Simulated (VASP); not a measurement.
Te:

```xyz
4
Lattice="3.4421 0.0000 0.0000 -1.7210 2.9809 0.0000 0.0000 0.0000 11.2418" Properties=species:S:1:pos:R:3 pbc="T T T"
Te    0.0000    0.0000    0.0000
Te    0.0000    0.0000    5.6209
Te    0.0000    1.9873    2.8104
Te    1.7210    0.9936    8.4313
```

This isn't the form of Te at room conditions, which is trigonal, of chains.

* Program: VASP 6.6.1
* Task: relaxation of cell and atoms
* Functional: BLYP
* Potentials or basis: VASP PAW PBE potentials, release 64 (Te)
* Cutoff: 600 eV
* k mesh: 11 × 11 × 3
* Occupations: fermi-dirac, width 0.1 eV
* Spin: no spin polarisation

At the start: pressure 5.1 GPa; volume 28.84 Å³/atom.

How do energy, volume and symmetry change on relaxing?

Over 26 steps the energy falls by 432.8 meV/atom and the volume is 36.17 Å³/atom (+25.4 %); space group P6_3/mmc (No. 194, to 0.1 Å) before and after.

Step by step:
```tsv
step	energy change (eV)	largest force (eV/Å)	pressure (GPa)	volume (Å³)
1	0.0000	0.0000	5.12	115.35
2	-0.1941	0.0000	-0.83	131.41
3	-0.1994	0.0000	-0.14	128.80
4	-0.2214	0.0000	-0.14	128.79
5	-0.3455	0.0000	0.07	128.62
6	-0.8060	0.0000	1.14	127.45
7	-1.2489	0.0000	7.64	121.55
8	-1.2501	0.0000	7.65	121.58
9	-1.2535	0.0000	7.68	121.67
10	-1.2597	0.0000	7.72	121.85
11	-1.2693	0.0000	7.82	122.18
12	-1.2760	0.0000	8.03	122.79
13	-1.2921	0.0000	7.85	123.13
14	-1.3385	0.0000	7.31	124.15
15	-1.4224	0.0000	6.29	126.22
16	-1.5566	0.0000	4.46	130.43
17	-1.7065	0.0000	1.51	139.08
18	-1.6316	0.0000	-2.32	157.39
19	-1.7307	0.0000	-0.10	145.35
20	-1.7309	0.0000	0.02	144.79
21	-1.7308	0.0000	0.13	144.32
22	-1.7309	0.0000	0.13	144.31
23	-1.7310	0.0000	0.12	144.29
24	-1.7311	0.0000	0.11	144.23
25	-1.7312	0.0000	0.06	144.45
26	-1.7313	0.0000	0.00	144.68
```

Final structure:
```xyz
4
Lattice="4.4795 0.0000 0.0000 -2.2398 3.8794 0.0000 0.0000 0.0000 8.3258" Properties=species:S:1:pos:R:3 pbc="T T T"
Te    0.0000    0.0000    0.0000
Te    0.0000    0.0000    4.1629
Te    0.0000    2.5863    2.0815
Te    2.2398    1.2931    6.2444
```

Caveat: the volume moved by over 15 % at a fixed basis, so the end points are rough; the PAW data sets were made with another functional, which shifts forces and pressure a little.
